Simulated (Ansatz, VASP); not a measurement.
## One calculation of Cr, two programs

```xyz
1
Lattice="0.0000 1.7992 1.7992 1.7992 0.0000 1.7992 1.7992 1.7992 0.0000" Properties=species:S:1:pos:R:3 pbc="T T T"
Cr    0.0000    0.0000    0.0000
```

Alike in both runs: task single point; functional r2SCAN; k mesh 15 × 15 × 15; occupations fermi-dirac, width 0.1 eV; non-collinear spin, spin-orbit coupling.

|  | VASP | Ansatz |
| --- | --- | --- |
| version | VASP 6.6.1 | Ansatz 0.2.0 |
| potentials or method | VASP PAW PBE potentials, release 64 (Cr_pv), cutoff 520 eV | plane waves (500 eV) with PAW, fully relativistic with spin-orbit coupling |
| valence electrons in the cell | 12 | 14 |

|  | VASP | Ansatz | Ansatz less VASP |
| --- | --- | --- | --- |
| net moment per atom (μB) | 0.00 | 0.00 | 0.000 |

VASP's potentials were made for PBE, not for r2SCAN. With one functional, cell and mesh, what is left measures potentials, basis and numerics. VASP's potentials hold 12 valence electrons a cell and Ansatz's 14, so a difference there can come from the potentials and not from the codes.
